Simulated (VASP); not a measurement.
**H: single point with LDA**

The system is H.

```
H
1.0
     1.64853   -2.73169    0.00000
     1.64853    2.73169    0.00000
     0.00000    0.00000    6.62946
H
4
Cartesian
  1.6485 -0.3705 6.6262
  1.6485 0.3705 0.0032
  1.6485 0.3705 3.3115
  1.6485 -0.3705 3.3179
```

This cell differs from its parent crystal: strain +0.000 along x and y, +0.050 along z.

```yaml
Program: VASP 6.6.1
Task: single point
Functional: LDA
Potentials_or_basis: VASP PAW LDA potentials, release 64 (H)
Cutoff: 520 eV
k_mesh: 8 × 8 × 4
Occupations: gaussian, width 0.05 eV
Spin: no spin polarisation
Dipole_correction: no
Further_INCAR_settings: ALGO = Normal; EDIFF = 1e-07; NBANDS = 10
```

```
Pressure               : 0.7 GPa
Largest force          : 0.979 eV/Å
Band gap on the k mesh : 7.98 eV
```

Forces in eV/Å, atoms in the order of the input:
```
H    0.000 -0.979 -0.009
H    0.000  0.979  0.009
H    0.000  0.979 -0.009
H    0.000 -0.979  0.009
```

Stress tensor (GPa, compression positive):
```
-0.56  0.00  0.00
 0.00  3.11  0.00
 0.00  0.00 -0.42
```

Levels at points of the mesh, in eV from the valence-band top:
| k point | band 1 | band 2 | band 3 | band 4 | band 5 |
| --- | --- | --- | --- | --- | --- |
| (0.00, 0.00, 0.00) | -1.89 | -1.30 | 8.65 | 11.65 | 16.20 |
| (0.50, 0.00, 0.00) | -0.67 | -0.28 | 8.83 | 10.81 | 12.61 |
| (0.50, 0.50, 0.00) | -0.38 | -0.01 | 7.98 | 9.61 | 13.12 |
| (0.00, 0.00, 0.50) | -1.62 | -1.62 | 10.03 | 10.03 | 16.15 |
| (0.50, 0.00, 0.50) | -0.48 | -0.48 | 9.55 | 9.55 | 13.93 |
| (0.50, 0.50, 0.50) | -0.20 | -0.20 | 8.62 | 8.62 | 14.19 |

It took 27 s on 1 thread of Intel(R) Xeon(R) Platinum 8375C CPU @ 2.90GHz (Ice Lake), with other jobs on the host, peak memory 0.15 GiB.

Caveat: the cell differs from its parent crystal (strain +0.000 along x and y, +0.050 along z). A k mesh can miss the band edges.
